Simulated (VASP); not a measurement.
# Co (P6_3/mmc) in VASP: a series of runs

Runs on Co. Level: PBEsol. Tasks: single point.

Everything below comes from runs of VASP 6.6.1. Logs are shortened: lines on timing, memory, paths and dates and some standing lists are left out, and cuts for length are marked.

### Step 1. The cell of the first run

The structure is hexagonal, space group P6_3/mmc (No. 194). The conventional cell has a = 2.595 Å, b = 2.595 Å, c = 4.091 Å, α = 90.00°, β = 90.00°, γ = 120.00°. Within 3.3 Å of Co (site symmetry -6m2) lie 12 Co at 2.54 to 2.59 Å.

### Step 2. Single point, PBEsol, collinear spin, ferromagnetic start (equal xx and yy strain of +3 %)

INCAR reads:

```
SYSTEM = Co
PREC     = Accurate       ! precision mode
ENCUT    = 520            ! plane-wave cutoff, eV
EDIFF    = 1E-6           ! SCF threshold, eV
ISMEAR   = -1             ! smearing method
SIGMA    = 0.05           ! smearing width, eV
LREAL    = .FALSE.        ! projectors in reciprocal space
LASPH    = .TRUE.         ! aspherical terms in the spheres
NELM     = 150            ! most SCF steps
ALGO     = Normal         ! electronic algorithm
ISIF     = 2              ! what is computed and relaxed
LWAVE    = .FALSE.        ! write WAVECAR
LCHARG   = .TRUE.         ! write CHGCAR
ISPIN    = 2              ! spin polarisation
MAGMOM   = 2 2            ! initial moments
LORBIT   = 11             ! projections on sites
LMAXMIX  = 4              ! l up to which the mixer works
GGA      = PS             ! functional
LELF     = .TRUE.         ! ELF
LVHAR    = .TRUE.       
NBANDS   = 20             ! bands
```

KPOINTS reads:

```
regular mesh
0
G
  19 19 10
  0 0 0
```

POSCAR reads:

```
Co
1.0
    2.5945708955      0.0000000000      0.0000000000
   -1.2972854477      2.2469643074      0.0000000000
    0.0000000000      0.0000000000      4.0910000000
Co
2
Direct
    0.3333333333      0.6666666667      0.2500000000
    0.6666666667      0.3333333333      0.7500000000
```

Potentials or basis: VASP PAW PBE potentials, release 64 (Co).

The run is started by

```sh
$ cat potpaw_PBE.64/Co/POTCAR > POTCAR
$ mpirun -np 1 vasp_std > vasp.out
```

OUTCAR:

```text
SYSTEM = Co
   PREC = Accurate
   ENCUT = 520
   EDIFF = 1E-6
   ISMEAR = -1
   LREAL = .FALSE.
   LASPH = .TRUE.
   NELM = 150
   ISIF = 2
   ISPIN = 2
   LORBIT = 11
   GGA = PS

 ion  position               nearest neighbor table
   1  0.333  0.667  0.250-   2 2.54   2 2.54   2 2.54   2 2.54   2 2.54   2 2.54
   2  0.667  0.333  0.750-   1 2.54   1 2.54   1 2.54   1 2.54   1 2.54   1 2.54

  LATTYP: Found a hexagonal cell.
 ALAT       =     2.5945708955
 C/A-ratio  =     1.5767539854

  Lattice vectors:

 A1 = (   2.5945708955,   0.0000000000,   0.0000000000)
 A2 = (  -1.2972854477,   2.2469643074,   0.0000000000)
 A3 = (   0.0000000000,   0.0000000000,   4.0910000000)

Analysis of symmetry for initial positions (statically):
=====================================================================
 Subroutine PRICEL returns:
 Original cell was already a primitive cell.

 Routine SETGRP: Setting up the symmetry group for a
 hexagonal supercell.

 Subroutine GETGRP returns: Found 24 space group operations
 (whereof 12 operations were pure point group operations)
 out of a pool of 24 trial point group operations.

The static configuration has the point symmetry D_3d.
 The point group associated with its full space group is D_6h.

Analysis of symmetry for dynamics (positions and initial velocities):
=====================================================================
 Subroutine PRICEL returns:
 Original cell was already a primitive cell.

 Routine SETGRP: Setting up the symmetry group for a
 hexagonal supercell.

 Subroutine GETGRP returns: Found 24 space group operations
 (whereof 12 operations were pure point group operations)
 out of a pool of 24 trial point group operations.

The dynamic configuration has the point symmetry D_3d.
 The point group associated with its full space group is D_6h.

Analysis of structural, dynamic, and magnetic symmetry:
=====================================================================
 Subroutine PRICEL returns:
 Original cell was already a primitive cell.

 Routine SETGRP: Setting up the symmetry group for a
 hexagonal supercell.

 Subroutine GETGRP returns: Found 24 space group operations
 (whereof 12 operations were pure point group operations)
 out of a pool of 24 trial point group operations.

The overall configuration has the point symmetry D_3d.
 The point group associated with its full space group is D_6h.

 Subroutine INISYM returns: Found 24 space group operations
 (whereof 12 operations are pure point group operations),
 and found     1 'primitive' translations

[... 111 lines left out ...]
   IALGO  =     38    algorithm
   IMIX   =      4    mixing-type and parameters
     AMIX     =   0.40;   BMIX     =  1.00
     AMIX_MAG =   1.60;   BMIX_MAG =  1.00
  volume/ion in A,a.u.               =      11.93        80.47
  Fermi-wavevector in a.u.,A,eV,Ry     =   1.490511  2.816658 30.227028  2.221624
  Thomas-Fermi vector in A             =   2.603284
   LORBIT       =     11    0 simple, 1 ext, 2 COOP (PROOUT), +10 PAW based schemes
   GGA     = PS    functional components
   LHFCALC =     F    Hartree Fock is set to
   AEXX    =    0.0000 exact exchange contribution
   IVDW    =     0    specifies the selected vdW correction
   LEPSILON=     F    determine dielectric tensor
   LRPA    =     F    only Hartree local field effects (RPA)
 spin polarized calculation
  energy-cutoff  :      520.00
  volume of cell :       23.85
 maximum number of plane-waves:       665
 NGX is ok and might be reduce to    20
   NGX =  9   NGY =  9   NGZ = 15

 number of electron      18.0000010 magnetization       3.3252323

 Free energy of the ion-electron system (eV)
  ---------------------------------------------------
  ext. energy  EPLUGINS =         0.00000000
  ---------------------------------------------------
  free energy    TOTEN  =       -15.19270984 eV

  energy without entropy =      -15.17715485  energy(sigma->0) =      -15.18493235

 E-fermi :   8.7956     XC(G=0): -13.0275

 val. band max:        8.7938310965   @ k =   0.0526   0.0526   0.2000
 cond. band min:       8.7990285911   @ k =   0.1579   0.1579   0.0000
 fundamental gap:      0.0051974946
 Fermi energy:         8.7956054383

 spin component 1

 k-point     1 :       0.0000    0.0000    0.0000
  band No.  band energies     occupation
      1       0.3804      1.00000
      2       4.0952      1.00000
      3       6.3218      1.00000
      4       6.3218      1.00000
      5       6.4229      1.00000
      6       6.6132      1.00000
[... 541 lines left out ...]
     19      30.3956      0.00000
     20      31.5831      0.00000

 [... further k-points ...]

 spin component 2

 k-point     1 :       0.0000    0.0000    0.0000
  band No.  band energies     occupation
      1       0.4135      1.00000
      2       5.1084      1.00000
      3       8.0037      1.00000
      4       8.0037      1.00000
      5       8.1205      1.00000
      6       8.3509      0.99986
[... 541 lines left out ...]
     19      30.7321      0.00000
     20      31.9528      0.00000

 [... further k-points ...]
[... 5 lines left out ...]
  --------------------------------------------------------------------------------------
  -------------------------------------------------------------------------------------
  Total       -3.9093436     -3.9093436     -3.1857622     -0.0000000     -0.0000000     -0.0000000
  in kB     -262.6172362   -262.6172362   -214.0093488     -0.0000000     -0.0000000     -0.0000000
  external PRESSURE =    -246.4146071 kB  Pullay stress =       0.0000000 kB

 VOLUME and BASIS-vectors are now :
 -----------------------------------------------------------------------------
  energy-cutoff  :      520.00
  volume of cell :       23.85
      direct lattice vectors                 reciprocal lattice vectors
     2.594570895  0.000000000  0.000000000     0.385420187  0.222522449  0.000000000
    -1.297285448  2.246964307  0.000000000     0.000000000  0.445044898  0.000000000
     0.000000000  0.000000000  4.091000000     0.000000000  0.000000000  0.244439012

 POSITION                                       TOTAL-FORCE (eV/Angst)
 -----------------------------------------------------------------------------------
     -0.00000      1.49798      1.02275         0.000000      0.000000      0.000000
      1.29729      0.74899      3.06825        -0.000000     -0.000000     -0.000000
 -----------------------------------------------------------------------------------
    total drift:                               -0.000000     -0.000000     -0.000000

  FREE ENERGIE OF THE ION-ELECTRON SYSTEM (eV)
  ---------------------------------------------------
  free  energy   TOTEN  =       -15.1927098415 eV

  energy  without entropy=      -15.1771548539  energy(sigma->0) =      -15.18493235

 total charge

# of ion       s       p       d       tot
------------------------------------------
    1        0.452   0.448   7.204   8.104
    2        0.452   0.448   7.204   8.104
--------------------------------------------------
tot          0.905   0.895  14.408  16.208

 magnetization (x)

# of ion       s       p       d       tot
------------------------------------------
    1       -0.014  -0.050   1.761   1.696
    2       -0.014  -0.050   1.761   1.696
--------------------------------------------------
tot         -0.028  -0.101   3.522   3.392
```

stdout:

```text
POSCAR found type information on POSCAR Co
 POSCAR found :  1 types and       2 ions
 scaLAPACK will be used
 -----------------------------------------------------------------------------
|                                                                             |
|                                                                             |
|     You enforced a specific xc type in the INCAR file but a different       |
|     I HOPE YOU KNOW WHAT YOU ARE DOING!                                     |
|                                                                             |
 -----------------------------------------------------------------------------

 LDA part: xc-table for (Slater+PW92), standard interpolation
 POSCAR, INCAR and KPOINTS ok, starting setup
 FFT: planning ... GRIDC
 FFT: planning ... GRID_SOFT
 FFT: planning ... GRID
 WAVECAR not read
 entering main loop
```

Run time: 82 s. Hardware: 1 thread of AMD EPYC 9R45 (Zen 5), shared host; peak memory 0.24 GiB.

Results:

| Item | Value |
| --- | --- |
| Free energy | -15.1927 eV |
| Pressure | -24.6 GPa |
| Net moment | 3.33 μB per cell |
| Site moments | Co +1.70 μB |
| Valence electrons inside the program's atomic spheres | Co 8.10 |

Caveat: the cell differs from its parent crystal (equal xx and yy strain of +3 %); the cell stands under tension; the PAW data sets were made with another functional, which shifts forces and pressure a little.

(Part 1 of 2 ends here.)
